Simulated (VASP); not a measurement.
Write the native input for VASP 6.6.1 that does the following.

| Property | Result |
| --- | --- |
| Task | single point |
| Functional | PBE |
| Potentials or basis | VASP PAW PBE potentials, release 64 (Fe, O) |
| Cutoff | 520 eV |
| k mesh | 11 × 11 × 11 |
| Occupations | fermi-dirac, width 0.0612256 eV |
| Spin | no spin polarisation |
| Dipole correction | no |
| Further INCAR settings | ALGO = Normal; EDIFF = 1e-06; NBANDS = 59 |

The structure of Fe2O5 (cubic X2O5 type) lies in POSCAR:

```
Fe2O5
1.0
    4.8111606334      0.0000000000      0.0000000000
    0.0000000000      4.8111606334      0.0000000000
    0.0000000000      0.0000000000      4.8111606334
Fe O
4 10
Direct
    0.0000000000      0.0000000000      0.0000000000
    0.5000000000      0.5000000000      0.0000000000
    0.5000000000      0.0000000000      0.5000000000
    0.0000000000      0.5000000000      0.5000000000
    0.5000000000      0.0000000000      0.0000000000
    0.0000000000      0.5000000000      0.0000000000
    0.0000000000      0.0000000000      0.5000000000
    0.5000000000      0.5000000000      0.5000000000
    0.7500000000      0.7500000000      0.2500000000
    0.7500000000      0.2500000000      0.7500000000
    0.2500000000      0.7500000000      0.7500000000
    0.7500000000      0.2500000000      0.2500000000
    0.2500000000      0.7500000000      0.2500000000
    0.2500000000      0.2500000000      0.7500000000
```

These files were run (other wordings do the same):

INCAR

```
SYSTEM = Fe2O5
PREC = Accurate
ENCUT = 520
EDIFF = 1E-6
ISMEAR = -1
SIGMA = 0.06122561905347299
LREAL = .FALSE.
LASPH = .TRUE.
NELM = 100
ALGO = Normal
ISIF = 2
LWAVE = .FALSE.
LCHARG = .FALSE.
GGA = PE
NBANDS = 59
```

KPOINTS

```
regular mesh
0
G
  11 11 11
  0 0 0
```

Potentials or basis: VASP PAW PBE potentials, release 64 (Fe, O).

Run with:

```console
$ cat potpaw_PBE.64/Fe/POTCAR potpaw_PBE.64/O/POTCAR > POTCAR
$ mpirun -np 1 vasp_std > vasp.out
```

Results of the run:

```
Pressure               : 9.8 GPa
Band gap on the k mesh : zero (band 46 reaches 5.83 eV, above the bottom of band 47 at 5.06 eV)
```

Caveat: the run has no spin polarisation, though such a crystal can be magnetic; semilocal functionals often make such compounds metallic where correlation or magnetic order opens a gap, which also shifts bond lengths.

It took 17 min on 1 thread of Oxide Virtual Turin-like Processor, with other jobs on the host, peak memory 0.34 GiB.
